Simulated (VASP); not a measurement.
# GaMo (P-6m2) in VASP: single point with PBE

Aim: the single point of GaMo with PBE.

Everything below comes from runs of VASP 6.6.1. Logs are shortened: lines on timing, memory, paths and dates and some standing lists are left out, and cuts for length are marked.

### 1 The cell of the first run

The structure is hexagonal, space group P-6m2 (No. 187). Conventional cell: a = 2.868 Å, b = 2.868 Å, c = 4.390 Å, α = 90.00°, β = 90.00°, γ = 120.00°. Ga (site symmetry -6m2) has 6 Mo at 2.75 Å and 6 Ga at 2.87 Å within 3.6 Å. Within 3.6 Å of Mo (site symmetry -6m2) lie 6 Ga at 2.75 Å and 6 Mo at 2.87 Å.

### 2 Single point, PBE

Input file INCAR:

```
ALGO = Fast
EDIFF = 1E-6
ENCUT = 520
GGA = PE
ISIF = 2
ISMEAR = 0
LASPH = True
LCHARG = True
LELF = True
LREAL = False
LVHAR = True
LWAVE = False
NBANDS = 20
NELM = 100
PREC = Accurate
SIGMA = 0.2
```

Input file KPOINTS:

```
k-points
0
Gamma
  7 7 4
```

Input file POSCAR:

```
GaMo
1.0
    2.8676858681     -0.0000000027      0.0000000000
   -1.4338429317      2.4834888131      0.0000000000
    0.0000000000      0.0000000000      4.3898390945
Ga Mo
1 1
Direct
    0.3333333333      0.6666666667      0.0000000000
    0.0000000000      0.0000000000      0.5000000000
```

Potentials or basis: VASP PAW PBE potentials, release 64 (Ga_d, Mo_sv).

Run with:

```sh
cat potpaw_PBE.64/Ga_d/POTCAR potpaw_PBE.64/Mo_sv/POTCAR > POTCAR
mpirun -np 1 vasp_std > vasp.out
```

OUTCAR:

```text
EDIFF = 1E-6
   ENCUT = 520
   GGA = PE
   ISIF = 2
   ISMEAR = 0
   LASPH = True
   LREAL = False
   NELM = 100
   PREC = Accurate

 ion  position               nearest neighbor table
   1  0.333  0.667  0.000-   2 2.75   2 2.75   2 2.75   2 2.75   2 2.75   2 2.75
   2  0.000  0.000  0.500-   1 2.75   1 2.75   1 2.75   1 2.75   1 2.75   1 2.75

  LATTYP: Found a hexagonal cell.
 ALAT       =     2.8676858681
 C/A-ratio  =     1.5307949672

  Lattice vectors:

 A1 = (   2.8676858681,  -0.0000000027,   0.0000000000)
 A2 = (  -1.4338429317,   2.4834888131,   0.0000000000)
 A3 = (   0.0000000000,   0.0000000000,   4.3898390945)

Analysis of symmetry for initial positions (statically):
=====================================================================
 Subroutine PRICEL returns:
 Original cell was already a primitive cell.

 Routine SETGRP: Setting up the symmetry group for a
 hexagonal supercell.

 Subroutine GETGRP returns: Found 12 space group operations
 (whereof 12 operations were pure point group operations)
 out of a pool of 24 trial point group operations.

The static configuration has the point symmetry D_3h.

Analysis of symmetry for dynamics (positions and initial velocities):
=====================================================================
 Subroutine PRICEL returns:
 Original cell was already a primitive cell.

 Routine SETGRP: Setting up the symmetry group for a
 hexagonal supercell.

 Subroutine GETGRP returns: Found 12 space group operations
 (whereof 12 operations were pure point group operations)
 out of a pool of 24 trial point group operations.

The dynamic configuration has the point symmetry D_3h.

 Subroutine INISYM returns: Found 12 space group operations
 (whereof 12 operations are pure point group operations),
 and found     1 'primitive' translations

----------------------------------------------------------------------------------------

                                     Primitive cell

  volume of cell :      31.2638

  direct lattice vectors                    reciprocal lattice vectors
     2.867685868 -0.000000003  0.000000000     0.348713230  0.201329677  0.000000000
    -1.433842932  2.483488813  0.000000000     0.000000000  0.402659354  0.000000000
     0.000000000  0.000000000  4.389839095     0.000000000  0.000000000  0.227798782

  length of vectors
     2.867685868  2.867685868  4.389839095     0.402659354  0.402659354  0.227798782

  position of ions in fractional coordinates (direct lattice)
     0.333333333  0.666666667  0.000000000
     0.000000000  0.000000000  0.500000000

  ion indices of the primitive-cell ions
   primitive index   ion index
                 1           1
                 2           2

----------------------------------------------------------------------------------------

 KPOINTS: k-points

Automatic generation of k-mesh.
 Grid dimensions read from file:
 generate k-points for:    7    7    4

 Generating k-lattice:

  Cartesian coordinates                     Fractional coordinates (reciprocal lattice)
     0.049816176  0.028761382  0.000000000     0.142857143  0.000000000  0.000000000
     0.000000000  0.057522765  0.000000000     0.000000000  0.142857143  0.000000000
     0.000000000  0.000000000  0.056949696     0.000000000  0.000000000  0.250000000

  Length of vectors
     0.057522765  0.057522765  0.056949696

  Shift w.r.t. Gamma in fractional coordinates (k-lattice)
     0.000000000  0.000000000  0.000000000

 Subroutine IBZKPT returns following result:
 ===========================================

 Found     24 irreducible k-points:

 Following reciprocal coordinates:
            Coordinates               Weight
  0.000000  0.000000  0.000000      1.000000
  0.142857 -0.000000  0.000000      6.000000
  0.285714  0.000000  0.000000      6.000000
  0.428571 -0.000000  0.000000      6.000000
  0.142857  0.142857  0.000000      6.000000
  0.285714  0.142857  0.000000     12.000000
[... 16 lines left out ...]
  0.428571  0.142857  0.500000      6.000000
  0.285714  0.285714  0.500000      6.000000
   k-points           NKPTS =     24   k-points in BZ     NKDIM =     24   number of bands    NBANDS=     20
   number of dos      NEDOS =    301   number of ions     NIONS =      2
   total plane-waves  NPLWV =  20736
   dimension x,y,z NGX =    24 NGY =   24 NGZ =   36
   dimension x,y,z NGXF=    48 NGYF=   48 NGZF=   72
   ions per type =               1   1
   NGX,Y,Z   is equivalent  to a cutoff of  13.91, 13.91, 13.63 a.u.
   NGXF,Y,Z  is equivalent  to a cutoff of  27.83, 27.83, 27.27 a.u.
 SYSTEM =  unknown system
   PREC   = accura    normal or accurate (medium, high low for compatibility)
   ISTART =      0    job   : 0-new  1-cont  2-samecut
   ICHARG =      2    charge: 1-file 2-atom 10-const
   ISPIN  =      1    spin polarized calculation?
   LNONCOLLINEAR =      F non collinear calculations
   LSORBIT =      F    spin-orbit coupling
   LASPH  =      T    aspherical Exc in radial PAW
   ENCUT  =  520.0 eV  38.22 Ry    6.18 a.u.   5.33  5.33  8.16*2*pi/ulx,y,z
   NELM   =    100;   NELMIN=  2; NELMDL= -5     # of ELM steps
   EDIFF  = 0.1E-05   stopping-criterion for ELM
   LREAL  =      F    real-space projection
   EDIFFG = 0.1E-04   stopping-criterion for IOM
   NSW    =      0    number of steps for IOM
   IBRION =     -1    ionic relax: 0-MD 1-quasi-New 2-CG
   NFREE  =      0    steps in history (QN), initial steepest desc. (CG)
   ISIF   =      2    stress and relaxation
   ISYM   =      2    0-nonsym 1-usesym 2-fastsym
   POTIM  = 0.5000    time-step for ionic-motion
   TEBEG  =    0.0;   TEEND  =   0.0 temperature during run
   PSTRESS=    0.0 pullay stress
   NELECT =      27.0000    total number of electrons
   NUPDOWN=      -1.0000    fix difference up-down
   EMIN   =  10.00;   EMAX   =-10.00  energy-range for DOS
   EFERMI =   0.00;   METHOD = LEGACY
   ISMEAR =     0;   SIGMA  =   0.20  broadening in eV -4-tet -1-fermi 0-gaus
   EFERMI_NEDOS =   21; number of points for ismear=-14 and -15
   IALGO  =     68    algorithm
   IMIX   =      4    mixing-type and parameters
     AMIX     =   0.40;   BMIX     =  1.00
     AMIX_MAG =   1.60;   BMIX_MAG =  1.00
  volume/ion in A,a.u.               =      15.63       105.49
  Fermi-wavevector in a.u.,A,eV,Ry     =   1.559009  2.946100 33.069084  2.430509
  Thomas-Fermi vector in A             =   2.662430
   LORBIT       =      0    0 simple, 1 ext, 2 COOP (PROOUT), +10 PAW based schemes
   GGA     = PE    functional components
   LHFCALC =     F    Hartree Fock is set to
   AEXX    =    0.0000 exact exchange contribution
   IVDW    =     0    specifies the selected vdW correction
   LEPSILON=     F    determine dielectric tensor
   LRPA    =     F    only Hartree local field effects (RPA)
 non-spin polarized calculation
 RMM-DIIS sequential band-by-band and
 Gauss-broadening in eV      SIGMA  =   0.20
  energy-cutoff  :      520.00
  volume of cell :       31.26
 maximum number of plane-waves:       869
 NGX is ok and might be reduce to    24
   NGX = 11   NGY = 11   NGZ = 17

 number of electron      26.9999997 magnetization

 Free energy of the ion-electron system (eV)
  ---------------------------------------------------
  ext. energy  EPLUGINS =         0.00000000
  ---------------------------------------------------
  free energy    TOTEN  =       -13.81885485 eV

  energy without entropy =      -13.78119063  energy(sigma->0) =      -13.80002274

 E-fermi :   9.5879     XC(G=0): -12.7085

 val. band max:        9.4747589747   @ k =   0.2857   0.1429   0.5000
 cond. band min:       9.5979985817   @ k =   0.4286   0.1429   0.0000
 fundamental gap:      0.1232396070
 Fermi energy:         9.5879032512

 k-point     1 :       0.0000    0.0000    0.0000
  band No.  band energies     occupation
      1     -51.2514      2.00000
      2     -25.4353      2.00000
      3     -24.8166      2.00000
      4     -24.8166      2.00000
      5      -5.0117      2.00000
      6      -4.9930      2.00000
[... 12 lines left out ...]
     19      22.2574      0.00000
     20      22.3649      0.00000

 k-point     2 :       0.1429   -0.0000    0.0000
  band No.  band energies     occupation
      1     -51.2278      2.00000
      2     -25.4093      2.00000
      3     -24.9874      2.00000
      4     -24.8557      2.00000
      5      -5.0252      2.00000
      6      -4.9574      2.00000
[... 12 lines left out ...]
     19      20.3899      0.00000
     20      23.2106      0.00000

 k-point     3 :       0.2857    0.0000    0.0000
  band No.  band energies     occupation
      1     -51.1745      2.00000
      2     -25.3598      2.00000
      3     -25.3503      2.00000
      4     -24.9428      2.00000
      5      -5.0931      2.00000
      6      -4.9011      2.00000
[... 12 lines left out ...]
     19      18.1978      0.00000
     20      22.3385      0.00000

 k-point     4 :       0.4286   -0.0000    0.0000
  band No.  band energies     occupation
      1     -51.1314      2.00000
      2     -25.6480      2.00000
      3     -25.3026      2.00000
      4     -25.0116      2.00000
      5      -5.1497      2.00000
      6      -4.9649      2.00000
[... 12 lines left out ...]
     19      16.7780      0.00000
     20      20.9541      0.00000

 k-point     5 :       0.1429    0.1429    0.0000
  band No.  band energies     occupation
      1     -51.1894      2.00000
      2     -25.3668      2.00000
      3     -25.2338      2.00000
      4     -24.9441      2.00000
      5      -5.0327      2.00000
      6      -4.9486      2.00000
[... 12 lines left out ...]
     19      17.2608      0.00000
     20      23.1145      0.00000

 k-point     6 :       0.2857    0.1429    0.0000
  band No.  band energies     occupation
      1     -51.1411      2.00000
      2     -25.5149      2.00000
      3     -25.3133      2.00000
      4     -25.0714      2.00000
      5      -5.0727      2.00000
      6      -4.9380      2.00000
[... 12 lines left out ...]
     19      16.4479      0.00000
     20      21.4442      0.00000

 k-point     7 :       0.4286    0.1429    0.0000
  band No.  band energies     occupation
      1     -51.1194      2.00000
      2     -25.6361      2.00000
      3     -25.2893      2.00000
      4     -25.1289      2.00000
      5      -5.0964      2.00000
      6      -4.9666      2.00000
[... 12 lines left out ...]
     19      17.7527      0.00000
     20      20.7097      0.00000
[... 277 lines left out ...]
 k-point    20 :       0.4286   -0.0000    0.5000
  band No.  band energies     occupation
      1     -51.1312      2.00000
      2     -25.6460      2.00000
      3     -25.3092      2.00000
      4     -25.0116      2.00000
      5      -5.1375      2.00000
      6      -4.9962      2.00000
[... 12 lines left out ...]
     19      19.4003      0.00000
     20      19.8779      0.00000

 k-point    21 :       0.1429    0.1429    0.5000
  band No.  band energies     occupation
      1     -51.1892      2.00000
      2     -25.3769      2.00000
      3     -25.2326      2.00000
      4     -24.9440      2.00000
      5      -5.0319      2.00000
      6      -4.9422      2.00000
[... 12 lines left out ...]
     19      21.6719      0.00000
     20      21.9256      0.00000

 k-point    22 :       0.2857    0.1429    0.5000
  band No.  band energies     occupation
      1     -51.1409      2.00000
      2     -25.5132      2.00000
      3     -25.3205      2.00000
      4     -25.0712      2.00000
      5      -5.0643      2.00000
      6      -4.9617      2.00000
[... 12 lines left out ...]
     19      19.2472      0.00000
     20      21.5979      0.00000

 k-point    23 :       0.4286    0.1429    0.5000
  band No.  band energies     occupation
      1     -51.1192      2.00000
      2     -25.6342      2.00000
      3     -25.2953      2.00000
      4     -25.1287      2.00000
      5      -5.0840      2.00000
      6      -4.9893      2.00000
[... 12 lines left out ...]
     19      17.5714      0.00000
     20      20.5352      0.00000

 k-point    24 :       0.2857    0.2857    0.5000
  band No.  band energies     occupation
      1     -51.1139      2.00000
      2     -25.5191      2.00000
      3     -25.2954      2.00000
      4     -25.2891      2.00000
      5      -4.9719      2.00000
      6      -4.9567      2.00000
[... 12 lines left out ...]
     19      17.7499      0.00000
     20      18.3753      0.00000

------------------------ aborting loop because EDIFF is reached ----------------------------------------

  FORCE on cell =-STRESS in cart. coord.  units (eV):
  Direction    XX          YY          ZZ          XY          YZ          ZX
  --------------------------------------------------------------------------------------
  -------------------------------------------------------------------------------------
  Total        0.0789071      0.0789071      0.1546504      0.0000000      0.0000000      0.0000000
  in kB        4.0437482      4.0437482      7.9253637      0.0000000      0.0000000      0.0000000
  external PRESSURE =       5.3376200 kB  Pullay stress =       0.0000000 kB

 VOLUME and BASIS-vectors are now :
 -----------------------------------------------------------------------------
  energy-cutoff  :      520.00
  volume of cell :       31.26
      direct lattice vectors                 reciprocal lattice vectors
     2.867685868 -0.000000003  0.000000000     0.348713230  0.201329677  0.000000000
    -1.433842932  2.483488813  0.000000000     0.000000000  0.402659354  0.000000000
     0.000000000  0.000000000  4.389839095     0.000000000  0.000000000  0.227798782

 POSITION                                       TOTAL-FORCE (eV/Angst)
 -----------------------------------------------------------------------------------
      0.00000      1.65566      0.00000        -0.000000      0.000000      0.000000
      0.00000      0.00000      2.19492         0.000000     -0.000000      0.000000
 -----------------------------------------------------------------------------------
    total drift:                               -0.000000      0.000000     -0.000000

  FREE ENERGIE OF THE ION-ELECTRON SYSTEM (eV)
  ---------------------------------------------------
  free  energy   TOTEN  =       -13.8188548494 eV

  energy  without entropy=      -13.7811906298  energy(sigma->0) =      -13.80002274
```

It took 18 s on 1 thread of Intel Xeon Platinum 8375C at 2.90GHz (Ice Lake), shared host; peak memory 0.16 GiB.

What came out:

| Item | Value |
| --- | --- |
| Free energy | -13.8189 eV |
| Pressure | 0.5 GPa |

Caveat: the k points lie up to 0.36 Å⁻¹ apart.
